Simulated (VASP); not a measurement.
Cd:

```
CELL_PARAMETERS angstrom
0.00000 3.04000 3.04000
3.04000 0.00000 3.04000
3.04000 3.04000 0.00000
ATOMIC_POSITIONS crystal
Cd 0.00000 0.00000 0.00000
Cd 0.25000 0.25000 0.25000
```

This isn't the form of Cd at room conditions, which is hcp.

| Quantity | Value |
| --- | --- |
| Program | VASP 6.6.1 |
| Task | relaxation of cell and atoms |
| Functional | PBE |
| Potentials or basis | VASP PAW PBE potentials, release 64 (Cd) |
| Cutoff | 500 eV |
| k mesh | 6 × 6 × 6 |
| Occupations | gaussian, width 0.1 eV |
| Spin | no spin polarisation |

At the start: pressure 10.6 GPa; volume 28.09 Å³/atom.

Q: How do energy, volume and symmetry change on relaxing?

A: Over 4 steps the energy falls by 239.0 meV/atom and the volume is 37.62 Å³/atom (+33.9 %); space group Fd-3m (No. 227, to 0.1 Å) before and after.

Step by step:
```tsv
step	energy change (eV)	largest force (eV/Å)	pressure (GPa)	volume (Å³)
1	0.0000	0.0000	10.56	56.19
2	-0.4726	0.0000	0.71	72.64
3	-0.4771	0.0000	-0.27	76.31
4	-0.4781	0.0000	-0.01	75.24
```

Final structure:
```
Cd
1.0
     0.00000    3.35072    3.35072
     3.35072    0.00000    3.35072
     3.35072    3.35072    0.00000
Cd
2
Direct
  0.00000 0.00000 0.00000
  0.25000 0.25000 0.25000
```

Caveat: the volume moved by over 15 % at a fixed basis, so the end points are rough.
